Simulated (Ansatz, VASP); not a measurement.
**BAs in VASP and in Ansatz**

File POSCAR:

```
BAs
1.0
    0.0000000000      2.4840400000      2.2929600000
    2.4840400000      0.0000000000      2.2929600000
    2.4840400000      2.4840400000      0.0000000000
B As
1 1
Direct
    0.0000000000      0.0000000000      0.0000000000
    0.7500000000      0.7500000000      0.7500000000
```

The input INCAR.step1:

```
  PREC = Accurate
  ENCUT = 520
  ISMEAR = 0
  SIGMA = 0.05
  LREAL = F
  LASPH = T
  NELM = 80
  NBANDS = 11
  GGA = PE
  ALGO = Normal
  EDIFF = 1E-4
  LWAVE = T
  LCHARG = F
```

File INCAR.step2:

```
  PREC = Accurate
  ENCUT = 520
  EDIFF = 1E-6
  ISMEAR = 0
  SIGMA = 0.05
  LREAL = F
  LASPH = T
  NELM = 80
  ALGO = Normal
  ISIF = 2
  LWAVE = F
  LCHARG = F
  METAGGA = R2SCAN
  LMIXTAU = T
  NBANDS = 11
  ISTART = 1
```

File KPOINTS:

```
Automatic mesh
0
Gamma
  10 10 10
```

Input for Ansatz:

```yaml
crystal:
  lattice:
    - [0.0, 2.48404, 2.29296]
    - [2.48404, 0.0, 2.29296]
    - [2.48404, 2.48404, 0.0]
  atoms:
    - { symbol: B, position: [0.0, 0.0, 0.0] }
    - { symbol: As, position: [0.75, 0.75, 0.75] }
basis:
  ecutwfc: 500
kpoints:
  mp_grid: { grid: [10, 10, 10] }
hamiltonian:
  xc: r2scan
scf:
  occupations: { method: gaussian, width: 0.05 }
output:
  forces: true
  stress: true
  eigenvalues: true
```

Change from the starting cell: strain +0.040 along x and y, -0.040 along z, atoms carried along.

Alike in both runs: task single point; functional r2SCAN; k mesh 10 × 10 × 10; occupations gaussian, width 0.05 eV; no spin polarisation.

|  | VASP | Ansatz |
| --- | --- | --- |
| version | VASP 6.6.1 | Ansatz 0.2.0 |
| potentials or method | VASP PAW PBE potentials, release 64 (B, As), cutoff 520 eV | scalar-relativistic, plane waves, PAW |
| valence electrons in the cell | 8 | 18 |

```tsv
	VASP	Ansatz	Ansatz less VASP
gap on the k mesh at the Fermi level (eV)	0.22	0.22	-0.001
least direct gap on the mesh (eV)	2.58	2.57	-0.004
pressure (GPa)	-4.2	-4.4	-0.17
traceless stress, the component that is largest in VASP (GPa)	10.16	10.17	+0.012
```

VASP's potentials were made for PBE, not for r2SCAN. With one functional, cell and mesh, what is left measures potentials, basis and numerics. VASP's potentials hold 8 valence electrons a cell and Ansatz's 18, so a difference there can come from the potentials and not from the codes.
